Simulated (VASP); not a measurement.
# TaSn in VASP: single point with r2SCAN

Aim: the single point of TaSn with r2SCAN.

Program: VASP 6.6.1. These are calculated values, not measurements. Logs are shortened: lines on timing, memory, paths and dates and some standing lists are left out, and cuts for length are marked.

### 1 The cell of the first run

The typed cell holds 4 atoms: a = 4.784 Å, b = 4.784 Å, c = 5.480 Å, α = 90.00°, β = 90.00°, γ = 120.00°.

### 2 Single point, r2SCAN

Contents of POSCAR:

```
TaSn
1.0
    4.7844129067      0.0000000000      0.0000000000
   -2.3922064533      4.1434231194      0.0000000000
    0.0000000000      0.0000000000      5.4795502639
Ta Sn
2 2
Direct
    0.3333333333      0.6666666667     -0.0589342073
    0.6666666667      0.3333333333      0.4410657927
    0.3333333333      0.6666666667      0.4410342073
    0.6666666667      0.3333333333      0.9410342073
```

Contents of INCAR.step1:

```
ALGO = Normal
EDIFF = 1E-4
ENCUT = 520
GGA = PE
ISMEAR = 0
LASPH = T
LCHARG = F
LREAL = F
LWAVE = T
NBANDS = 33
NELM = 100
PREC = Accurate
SIGMA = 0.1
```

Contents of INCAR.step2:

```
ALGO = Normal
EDIFF = 1E-6
ENCUT = 520
ISIF = 2
ISMEAR = 0
ISTART = 1
LASPH = T
LCHARG = F
LMIXTAU = T
LREAL = F
LWAVE = F
METAGGA = R2SCAN
NBANDS = 33
NELM = 100
PREC = Accurate
SIGMA = 0.1
```

Contents of KPOINTS:

```
k-points
0
Gamma
  6 6 4
```

Potentials or basis: VASP PAW PBE potentials, release 64 (Ta_pv, Sn_d).

On the command line:

```console
$ cat potpaw_PBE.64/Ta_pv/POTCAR potpaw_PBE.64/Sn_d/POTCAR > POTCAR
$ cp INCAR.step1 INCAR
$ mpirun -np 1 vasp_std > vasp.out
$ cp INCAR.step2 INCAR
$ mpirun -np 1 vasp_std > vasp.out
```

OUTCAR:

```text
EDIFF = 1E-6
   ENCUT = 520
   ISIF = 2
   ISMEAR = 0
   ISTART = 1
   LASPH = T
   LREAL = F
   METAGGA = R2SCAN
   NELM = 100
   PREC = Accurate

 ion  position               nearest neighbor table
   1  0.333  0.667  0.941-   3 2.74   3 2.74   4 2.76   4 2.76   4 2.76
   2  0.667  0.333  0.441-   4 2.74   4 2.74   3 2.76   3 2.76   3 2.76
   3  0.333  0.667  0.441-   1 2.74   1 2.74   2 2.76   2 2.76   2 2.76
   4  0.667  0.333  0.941-   2 2.74   2 2.74   1 2.76   1 2.76   1 2.76

  LATTYP: Found a hexagonal cell.
 ALAT       =     4.7844129067
 C/A-ratio  =     1.1452920914

  Lattice vectors:

 A1 = (   4.7844129067,   0.0000000000,   0.0000000000)
 A2 = (  -2.3922064533,   4.1434231194,   0.0000000000)
 A3 = (   0.0000000000,   0.0000000000,   5.4795502639)

Analysis of symmetry for initial positions (statically):
=====================================================================
 Subroutine PRICEL returns:
 Original cell was already a primitive cell.

 Routine SETGRP: Setting up the symmetry group for a
 hexagonal supercell.

 Subroutine GETGRP returns: Found 12 space group operations
 (whereof  6 operations were pure point group operations)
 out of a pool of 24 trial point group operations.

The static configuration has the point symmetry C_3v.
 The point group associated with its full space group is C_6v.

Analysis of symmetry for dynamics (positions and initial velocities):
=====================================================================
 Subroutine PRICEL returns:
 Original cell was already a primitive cell.

 Routine SETGRP: Setting up the symmetry group for a
 hexagonal supercell.

 Subroutine GETGRP returns: Found 12 space group operations
 (whereof  6 operations were pure point group operations)
 out of a pool of 24 trial point group operations.

The dynamic configuration has the point symmetry C_3v.
 The point group associated with its full space group is C_6v.

 Subroutine INISYM returns: Found 12 space group operations
 (whereof  6 operations are pure point group operations),
 and found     1 'primitive' translations

----------------------------------------------------------------------------------------

                                     Primitive cell

  volume of cell :     108.6258

  direct lattice vectors                    reciprocal lattice vectors
     4.784412907  0.000000000  0.000000000     0.209012061  0.120673169  0.000000000
    -2.392206453  4.143423119  0.000000000     0.000000000  0.241346339  0.000000000
     0.000000000  0.000000000  5.479550264     0.000000000  0.000000000  0.182496729

  length of vectors
     4.784412907  4.784412907  5.479550264     0.241346339  0.241346339  0.182496729

  position of ions in fractional coordinates (direct lattice)
     0.333333333  0.666666667  0.941065793
     0.666666667  0.333333333  0.441065793
     0.333333333  0.666666667  0.441034207
     0.666666667  0.333333333  0.941034207

  ion indices of the primitive-cell ions
   primitive index   ion index
                 1           1
                 2           2
                 3           3
                 4           4

----------------------------------------------------------------------------------------

 KPOINTS: k-points

Automatic generation of k-mesh.
 Grid dimensions read from file:
 generate k-points for:    6    6    4

 Generating k-lattice:

  Cartesian coordinates                     Fractional coordinates (reciprocal lattice)
     0.034835343  0.020112195  0.000000000     0.166666667 -0.000000000  0.000000000
     0.000000000  0.040224390  0.000000000     0.000000000  0.166666667  0.000000000
     0.000000000  0.000000000  0.045624182     0.000000000  0.000000000  0.250000000

  Length of vectors
     0.040224390  0.040224390  0.045624182

  Shift w.r.t. Gamma in fractional coordinates (k-lattice)
     0.000000000  0.000000000  0.000000000

 Subroutine IBZKPT returns following result:
 ===========================================

 Found     21 irreducible k-points:

 Following reciprocal coordinates:
            Coordinates               Weight
  0.000000  0.000000  0.000000      1.000000
  0.166667 -0.000000  0.000000      6.000000
  0.333333 -0.000000  0.000000      6.000000
  0.500000 -0.000000  0.000000      3.000000
  0.166667  0.166667  0.000000      6.000000
  0.333333  0.166667  0.000000     12.000000
[... 13 lines left out ...]
  0.333333  0.166667  0.500000     12.000000
  0.333333  0.333333  0.500000      2.000000
   k-points           NKPTS =     21   k-points in BZ     NKDIM =     21   number of bands    NBANDS=     33
   number of dos      NEDOS =    301   number of ions     NIONS =      4
   total plane-waves  NPLWV =  54432
   dimension x,y,z NGX =    36 NGY =   36 NGZ =   42
   dimension x,y,z NGXF=    72 NGYF=   72 NGZF=   84
   ions per type =               2   2
   NGX,Y,Z   is equivalent  to a cutoff of  12.51, 12.51, 12.74 a.u.
   NGXF,Y,Z  is equivalent  to a cutoff of  25.02, 25.02, 25.49 a.u.
 SYSTEM =  unknown system
   PREC   = accura    normal or accurate (medium, high low for compatibility)
   ISTART =      1    job   : 0-new  1-cont  2-samecut
   ICHARG =      0    charge: 1-file 2-atom 10-const
   ISPIN  =      1    spin polarized calculation?
   LNONCOLLINEAR =      F non collinear calculations
   LSORBIT =      F    spin-orbit coupling
   LASPH  =      T    aspherical Exc in radial PAW
   ENCUT  =  520.0 eV  38.22 Ry    6.18 a.u.   8.90  8.90 10.19*2*pi/ulx,y,z
   NELM   =    100;   NELMIN=  2; NELMDL=  0     # of ELM steps
   EDIFF  = 0.1E-05   stopping-criterion for ELM
   LREAL  =      F    real-space projection
   EDIFFG = 0.1E-04   stopping-criterion for IOM
   NSW    =      0    number of steps for IOM
   IBRION =     -1    ionic relax: 0-MD 1-quasi-New 2-CG
   NFREE  =      0    steps in history (QN), initial steepest desc. (CG)
   ISIF   =      2    stress and relaxation
   ISYM   =      2    0-nonsym 1-usesym 2-fastsym
   POTIM  = 0.5000    time-step for ionic-motion
   TEBEG  =    0.0;   TEEND  =   0.0 temperature during run
   PSTRESS=    0.0 pullay stress
   NELECT =      50.0000    total number of electrons
   NUPDOWN=      -1.0000    fix difference up-down
   EMIN   =  10.00;   EMAX   =-10.00  energy-range for DOS
   EFERMI =   0.00;   METHOD = LEGACY
   ISMEAR =     0;   SIGMA  =   0.10  broadening in eV -4-tet -1-fermi 0-gaus
   EFERMI_NEDOS =   21; number of points for ismear=-14 and -15
   IALGO  =     38    algorithm
   IMIX   =      4    mixing-type and parameters
     AMIX     =   0.40;   BMIX     =  1.00
     AMIX_MAG =   1.60;   BMIX_MAG =  1.00
  volume/ion in A,a.u.               =      27.16       183.26
  Fermi-wavevector in a.u.,A,eV,Ry     =   1.264020  2.388651 21.738655  1.597746
  Thomas-Fermi vector in A             =   2.397347
   LORBIT       =      0    0 simple, 1 ext, 2 COOP (PROOUT), +10 PAW based schemes
   METAGGA = R2SCAN    functional components
   LHFCALC =     F    Hartree Fock is set to
   AEXX    =    0.0000 exact exchange contribution
   IVDW    =     0    specifies the selected vdW correction
   LEPSILON=     F    determine dielectric tensor
   LRPA    =     F    only Hartree local field effects (RPA)
 non-spin polarized calculation
 Gauss-broadening in eV      SIGMA  =   0.10
  energy-cutoff  :      520.00
  volume of cell :      108.63
 maximum number of plane-waves:      2967
 NGX is ok and might be reduce to    36
   NGX = 17   NGY = 17   NGZ = 21

 number of electron      49.9999996 magnetization

 Free energy of the ion-electron system (eV)
  ---------------------------------------------------
  ext. energy  EPLUGINS =         0.00000000
  ---------------------------------------------------
  free energy    TOTEN  =      -142.80627564 eV

  energy without entropy =     -142.78411523  energy(sigma->0) =     -142.79519543

 E-fermi :   5.3513     XC(G=0): -10.8874

 val. band max:        5.3464027096   @ k =   0.3333   0.1667   0.5000
 cond. band min:       5.4084395914   @ k =   0.5000  -0.0000   0.5000
 fundamental gap:      0.0620368818
 Fermi energy:         5.3513159647

 k-point     1 :       0.0000    0.0000    0.0000
  band No.  band energies     occupation
      1     -31.1392      2.00000
      2     -31.1392      2.00000
      3     -31.1171      2.00000
      4     -31.1171      2.00000
      5     -31.1100      2.00000
      6     -31.0588      2.00000
[... 25 lines left out ...]
     32       8.9424      0.00000
     33      10.4204      0.00000

 k-point     2 :       0.1667   -0.0000    0.0000
  band No.  band energies     occupation
      1     -31.1397      2.00000
      2     -31.1390      2.00000
      3     -31.1189      2.00000
      4     -31.1162      2.00000
      5     -31.1069      2.00000
      6     -31.0618      2.00000
[... 25 lines left out ...]
     32       8.3404      0.00000
     33       9.7683      0.00000

 k-point     3 :       0.3333   -0.0000    0.0000
  band No.  band energies     occupation
      1     -31.1408      2.00000
      2     -31.1385      2.00000
      3     -31.1229      2.00000
      4     -31.1146      2.00000
      5     -31.0991      2.00000
      6     -31.0696      2.00000
[... 25 lines left out ...]
     32       7.9792      0.00000
     33       8.3730      0.00000

 k-point     4 :       0.5000   -0.0000    0.0000
  band No.  band energies     occupation
      1     -31.1412      2.00000
      2     -31.1379      2.00000
      3     -31.1252      2.00000
      4     -31.1138      2.00000
      5     -31.0928      2.00000
      6     -31.0758      2.00000
[... 565 lines left out ...]
     32       8.5846      0.00000
     33      10.7282      0.00000

 k-point    20 :       0.3333    0.1667    0.5000
  band No.  band energies     occupation
      1     -31.1400      2.00000
      2     -31.1400      2.00000
      3     -31.1282      2.00000
      4     -31.1282      2.00000
      5     -31.0852      2.00000
      6     -31.0852      2.00000
[... 25 lines left out ...]
     32       7.9095      0.00000
     33      11.4698      0.00000

 k-point    21 :       0.3333    0.3333    0.5000
  band No.  band energies     occupation
      1     -31.1409      2.00000
      2     -31.1409      2.00000
      3     -31.1285      2.00000
      4     -31.1285      2.00000
      5     -31.0843      2.00000
      6     -31.0843      2.00000
[... 25 lines left out ...]
     32       7.3583      0.00000
     33      12.2348      0.00000

------------------------ aborting loop because EDIFF is reached ----------------------------------------

  FORCE on cell =-STRESS in cart. coord.  units (eV):
  Direction    XX          YY          ZZ          XY          YZ          ZX
  --------------------------------------------------------------------------------------
  -------------------------------------------------------------------------------------
  Total        0.3175151      0.3175151     -0.0450162      0.0000000      0.0000000      0.0000000
  in kB        4.6831938      4.6831938     -0.6639669      0.0000000      0.0000000      0.0000000
  external PRESSURE =       2.9008069 kB  Pullay stress =       0.0000000 kB

 VOLUME and BASIS-vectors are now :
 -----------------------------------------------------------------------------
  energy-cutoff  :      520.00
  volume of cell :      108.63
      direct lattice vectors                 reciprocal lattice vectors
     4.784412907  0.000000000  0.000000000     0.209012061  0.120673169  0.000000000
    -2.392206453  4.143423119  0.000000000     0.000000000  0.241346339  0.000000000
     0.000000000  0.000000000  5.479550264     0.000000000  0.000000000  0.182496729

 POSITION                                       TOTAL-FORCE (eV/Angst)
 -----------------------------------------------------------------------------------
     -0.00000      2.76228      5.15662        -0.000000      0.000000     -0.002479
      2.39221      1.38114      2.41684        -0.000000      0.000000     -0.002479
     -0.00000      2.76228      2.41667         0.000000      0.000000      0.002479
      2.39221      1.38114      5.15644         0.000000     -0.000000      0.002479
 -----------------------------------------------------------------------------------
    total drift:                               -0.000000     -0.000000      0.000122

  FREE ENERGIE OF THE ION-ELECTRON SYSTEM (eV)
  ---------------------------------------------------
  free  energy   TOTEN  =      -142.8062756393 eV

  energy  without entropy=     -142.7841152305  energy(sigma->0) =     -142.79519543
```

Wall time 1.8 min (1 thread of Intel Xeon 6975P-C (Granite Rapids), shared host); peak memory 0.27 GiB.

Results:

- Free energy: -142.8063 eV
- Pressure: 0.3 GPa
- Band gap on the k mesh: zero (bands 25 and 26 overlap by 1.27 eV)

Forces on the atoms (eV/Å):
```
Ta   0.000  0.000 -0.002
Ta   0.000  0.000 -0.002
Sn   0.000  0.000  0.002
Sn   0.000  0.000  0.002
```

Levels at points of the mesh, in eV from the Fermi level:
| k point | band 21 | band 22 | band 23 | band 24 | band 25 | band 26 | band 27 | band 28 | band 29 | band 30 |
| --- | --- | --- | --- | --- | --- | --- | --- | --- | --- | --- |
| (0.00, 0.00, 0.00) | -2.72 | -2.25 | -2.25 | -0.69 | -0.69 | 0.17 | 1.17 | 1.17 | 1.57 | 2.86 |
| (0.50, 0.00, 0.00) | -2.29 | -2.18 | -2.16 | -1.11 | -0.39 | -0.29 | 0.65 | 0.73 | 1.73 | 2.18 |
| (0.00, 0.00, 0.50) | -2.90 | -2.90 | -2.90 | -2.90 | 0.89 | 0.89 | 0.89 | 0.89 | 3.20 | 3.20 |
| (0.50, 0.00, 0.50) | -2.29 | -2.29 | -2.24 | -2.24 | 0.06 | 0.06 | 0.57 | 0.57 | 1.52 | 1.52 |

Caveat: the PAW data sets were made with another functional, which shifts forces and pressure a little; spin-orbit coupling is left out, which moves the levels of the heavy elements.
